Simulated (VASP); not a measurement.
A run of VASP 6.6.1:

INCAR

```
SYSTEM = InAs
  PREC = Accurate
  ENCUT = 520
  EDIFF = 1E-6
  ISMEAR = 0
  SIGMA = 0.15
  LREAL = .False.
  LASPH = .True.
  NELM = 100
  ALGO = Normal
  ISIF = 2
  LWAVE = .False.
  LCHARG = .False.
  GGA = PS
  NBANDS = 16
```

KPOINTS

```
regular mesh
0
Gamma
  16 16 16
  0 0 0
```

File POSCAR:

```
InAs
1.0
    0.0000000000      3.1092275775      2.8604893713
    3.1092275775      0.0000000000      2.8604893713
    3.1092275775      3.1092275775      0.0000000000
In As
1 1
Direct
    0.0000000000      0.0000000000      0.0000000000
    0.7500000000      0.7500000000      0.7500000000
```

Potentials or basis: VASP PAW PBE potentials, release 64 (In_d, As).

Run with:

```bash
$ cat potpaw_PBE.64/In_d/POTCAR potpaw_PBE.64/As/POTCAR > POTCAR
$ mpirun -np 1 vasp_std > vasp.out
```

Hardware: 1 thread of AMD EPYC 9R45 96-Core Processor (Zen 5) (shared host).

**Question.** How long does it take, and how much memory?

**Answer.** Run time: 2.8 min on 1 thread of AMD EPYC 9R45 96-Core Processor (Zen 5) (shared host), peak memory 0.41 GiB. Counts: scf iterations 12, k points 349.
